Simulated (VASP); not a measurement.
Input of a VASP 6.6.1 run:

POSCAR

```
KMgF3
1.0
    4.0481760000      0.0000000000      0.0000000000
    0.0000000000      4.0481760000      0.0000000000
    0.0000000000      0.0000000000      4.0481760000
K Mg F
1 1 3
Direct
    0.5000000000      0.5000000000      0.5000000000
    0.0000000000      0.0000000000      0.0000000000
    0.5000000000      0.0000000000      0.0000000000
    0.0000000000      0.5000000000      0.0000000000
    0.0000000000      0.0000000000      0.5000000000
```

File INCAR.step1:

```
SYSTEM = KMgF3
PREC     = Accurate       ! precision mode
ENCUT    = 920            ! plane-wave cutoff, eV
ISMEAR   = -1             ! smearing method
SIGMA    = 0.1043         ! smearing width, eV
LREAL    = .FALSE.        ! projectors in reciprocal space
LASPH    = .TRUE.         ! aspherical terms in the spheres
NELM     = 120            ! most SCF steps
GGA      = PE             ! functional
ALGO     = Normal         ! electronic algorithm
EDIFF    = 1E-5           ! SCF threshold, eV
LWAVE    = .TRUE.         ! write WAVECAR
LCHARG   = .FALSE.        ! write CHGCAR
GGA_COMPAT= .FALSE.      
IBRION   = 2              ! ionic algorithm
ISIF     = 3              ! what is computed and relaxed
EDIFFG   = -0.005         ! ionic threshold
NELMIN   = 4            
NSW      = 100            ! ionic steps
```

The input INCAR.step2:

```
SYSTEM = KMgF3
PREC     = Accurate       ! precision mode
ENCUT    = 920            ! plane-wave cutoff, eV
EDIFF    = 1E-7           ! SCF threshold, eV
ISMEAR   = -1             ! smearing method
SIGMA    = 0.1043         ! smearing width, eV
LREAL    = .FALSE.        ! projectors in reciprocal space
LASPH    = .TRUE.         ! aspherical terms in the spheres
NELM     = 120            ! most SCF steps
ALGO     = Normal         ! electronic algorithm
ISIF     = 3              ! what is computed and relaxed
LWAVE    = .FALSE.        ! write WAVECAR
LCHARG   = .FALSE.        ! write CHGCAR
METAGGA  = R2SCAN         ! meta-GGA
LMIXTAU  = .TRUE.       
IBRION   = 2              ! ionic algorithm
NSW      = 80             ! ionic steps
EDIFFG   = -0.03          ! ionic threshold
ISTART   = 1            
GGA_COMPAT= .FALSE.      
NELMIN   = 4
```

Contents of KPOINTS:

```
regular mesh
0
G
  6 6 6
  0 0 0
```

Potentials or basis: VASP PAW PBE potentials, release 64 (K_sv, Mg_sv, F).

The run is started by

```console
$ cat potpaw_PBE.64/K_sv/POTCAR potpaw_PBE.64/Mg_sv/POTCAR potpaw_PBE.64/F/POTCAR > POTCAR
$ cp INCAR.step1 INCAR
$ mpirun -np 1 vasp_std > vasp.out
$ cp INCAR.step2 INCAR
$ mpirun -np 1 vasp_std > vasp.out
```

**Question.** What does it give for the relaxed volume?

**Answer.** 12.67 Å³/atom.

**Question.** Predict the band gap on the k mesh.

**Answer.** 8.27 eV (least direct gap 8.59 eV).

The path:
```
step  energy change (eV)  largest force (eV/Å)  pressure (GPa)  volume (Å³)
   1              0.0000                0.0000           -3.39        66.34
   2             -0.0327                0.0000           -0.44        63.68
   3             -0.0332                0.0000           -0.03        63.34
```

Caveat: the PAW data sets were made with another functional, which shifts forces and pressure a little. r2SCAN opens gaps a little over a GGA but as a rule still falls short of measured ones.
